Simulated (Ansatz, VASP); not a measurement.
# One calculation of Cd, two programs

```xyz
1
Lattice="1.6080 0.9284 2.4493 -1.6080 0.9284 2.4493 0.0000 -1.8568 2.4493" Properties=species:S:1:pos:R:3 pbc="T T T"
Cd    0.0000    0.0000    0.0000
```

Alike in both runs: task single point; functional PBEsol; k mesh 9 × 9 × 9; occupations gaussian, width 0.1 eV; no spin polarisation.

```csv
,VASP,Ansatz
version,VASP 6.6.1,Ansatz 0.2.0
potentials or method,"VASP PAW PBE potentials, release 64 (Cd), cutoff 520 eV","scalar-relativistic, plane waves, PAW"
valence electrons in the cell,12,20
```

Ansatz gave:

```
gap on the k mesh at the Fermi level (eV)                     : none
pressure (GPa)                                                : -2.0
traceless stress, the component that is largest in VASP (GPa) : -0.38
```

Task: Estimate VASP's values.

Result: gap on the k mesh at the Fermi level (eV): none; pressure (GPa): -1.7; traceless stress, the component that is largest in VASP (GPa): -0.33.

VASP's potentials were made for PBE, not for PBEsol. A gap of «none» marks a metal or a gap that the smearing closes. The functional is the same, so the differences come from potentials, cutoffs and numerics. VASP's potentials hold 12 valence electrons a cell and Ansatz's 20, so a difference there can come from the potentials and not from the codes.
